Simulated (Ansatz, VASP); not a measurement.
CuO: VASP beside Ansatz

File INCAR:

```
ALGO = Normal
EDIFF = 1E-7
EDIFFG = -0.005
ENCUT = 600
IBRION = 2
ISIF = 3
ISMEAR = -1
LASPH = T
LCHARG = F
LREAL = F
LWAVE = F
NELM = 100
NSW = 80
PREC = Accurate
SIGMA = 0.05
```

KPOINTS

```
k-points
0
Gamma
  8 8 4
```

POSCAR

```
CuO
1.0
    2.3446497600     -1.7133998200      0.0000000000
    2.3446497600      1.7133998200      0.0000000000
   -0.8605499100      0.0000000000      5.0594394800
Cu O
2 2
Direct
    0.0032000000      0.4968000000      0.0000000000
    0.4968000000      0.0032000000      0.5000000000
    0.5714000000      0.4056000000      0.2537000000
    0.4056000000      0.5714000000      0.7537000000
```

Contents of input.yaml:

```yaml
crystal:
  lattice:
    - [2.34464976, -1.71339982, 0.0]
    - [2.34464976, 1.71339982, 0.0]
    - [-0.86054991, 0.0, 5.05943948]
  atoms:
    - { symbol: Cu, position: [0.0032, 0.4968, 0.0] }
    - { symbol: Cu, position: [0.4968, 0.0032, 0.5] }
    - { symbol: O, position: [0.5714, 0.4056, 0.2537] }
    - { symbol: O, position: [0.4056, 0.5714, 0.7537] }
kpoints:
  mp_grid: { grid: [8, 8, 4] }
scf:
  occupations: { method: fermi_dirac, width: 0.05 }
hamiltonian:
  xc: lda
  pseudopotentials: { kind: all_electron, lapw: { basis_error: 0.002 } }
output:
  forces: true
  stress: true
relax:
  f_tol: 0.005
  max_steps: 60
  cell: {}
```

Alike in both runs: task relaxation of cell and atoms; functional LDA; k mesh 8 × 8 × 4; occupations fermi-dirac, width 0.05 eV; no spin polarisation.

|  | VASP | Ansatz |
| --- | --- | --- |
| version | VASP 6.6.1 | Ansatz 0.2.0 |
| potentials or method | VASP PAW LDA potentials, release 64 (Cu, O), cutoff 600 eV | all-electron LAPW, scalar-relativistic |

VASP gave:

| Item | Value |
| --- | --- |
| relaxed volume (Å³/atom) | 10.30 |
| relaxed length of the cell vector where the two differ most in proportion (Å) | 5.060 |

Problem. Which values does Ansatz return?

Solution. Relaxed volume (Å³/atom): 10.28; relaxed length of the cell vector where the two differ most in proportion (Å): 5.048.

LDA's correlation is that of Perdew and Zunger in VASP and of Perdew and Wang (1992) in Ansatz. Ansatz ran all-electron here, and VASP with PAW potentials.

Noted on Ansatz's run: the k mesh is thin for a metal, which can move the energy by tens of meV per atom.
